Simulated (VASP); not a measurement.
Write the native input for VASP 6.6.1 that does the following.

```yaml
Task: single point
Functional: r2SCAN
Potentials_or_basis: VASP PAW PBE potentials, release 64 (B, N)
Cutoff: 520 eV
k_mesh: 12 × 12 × 6
Occupations: gaussian, width 0.05 eV
Spin: no spin polarisation
Dipole_correction: no
Further_INCAR_settings: ALGO = Normal; EDIFF = 1e-06; NBANDS = 16
```

Crystal: BN.

```
CELL_PARAMETERS angstrom
2.55394 0.00000 0.00000
-1.27697 2.21178 0.00000
0.00000 0.00000 4.22685
ATOMIC_POSITIONS crystal
B 0.66667 0.33333 0.99972
B 0.33333 0.66667 0.49972
N 0.66667 0.33333 0.64302
N 0.33333 0.66667 0.14302
```

This cell differs from its parent crystal: all N atoms moved +0.075 Å, as atom 3 along Cartesian [0 0 1].

These files were run (other wordings do the same):

POSCAR

```
BN
1.0
    2.5539396017      0.0000000000      0.0000000000
   -1.2769698009      2.2117765748      0.0000000000
    0.0000000000      0.0000000000      4.2268550000
B N
2 2
Direct
    0.6666666667      0.3333333333      0.9997240000
    0.3333333333      0.6666666667      0.4997240000
    0.6666666667      0.3333333333      0.6430196889
    0.3333333333      0.6666666667      0.1430196889
```

INCAR.step1

```
PREC = Accurate
ENCUT = 520
ISMEAR = 0
SIGMA = 0.05
LREAL = False
LASPH = True
NELM = 100
NBANDS = 16
GGA = PE
ALGO = Normal
EDIFF = 1E-4
LWAVE = True
LCHARG = False
```

INCAR.step2

```
PREC = Accurate
ENCUT = 520
EDIFF = 1E-6
ISMEAR = 0
SIGMA = 0.05
LREAL = False
LASPH = True
NELM = 100
ALGO = Normal
ISIF = 2
LWAVE = False
LCHARG = False
METAGGA = R2SCAN
LMIXTAU = True
NBANDS = 16
ISTART = 1
```

KPOINTS

```
Automatic mesh
0
Gamma
  12 12 6
```

Potentials or basis: VASP PAW PBE potentials, release 64 (B, N).

The run is started by

```console
$ cat potpaw_PBE.64/B/POTCAR potpaw_PBE.64/N/POTCAR > POTCAR
$ cp INCAR.step1 INCAR
$ mpirun -np 1 vasp_std > vasp.out
$ cp INCAR.step2 INCAR
$ mpirun -np 1 vasp_std > vasp.out
```

Results of the run:

```json
{
  "Pressure": "-2.7 GPa",
  "Largest force": "2.021 eV/Å",
  "Band gap on the k mesh": "4.51 eV, indirect (least direct gap 8.27 eV)"
}
```

Caveat: the cell differs from its parent crystal (all N atoms moved +0.075 Å, as atom 3 along Cartesian [0 0 1]); the PAW data sets were made with another functional, which shifts forces and pressure a little.

Run time: 98 s on 1 thread of AMD EPYC 7R43 64-Core Processor (Zen 3), on a shared host, peak memory 0.11 GiB.
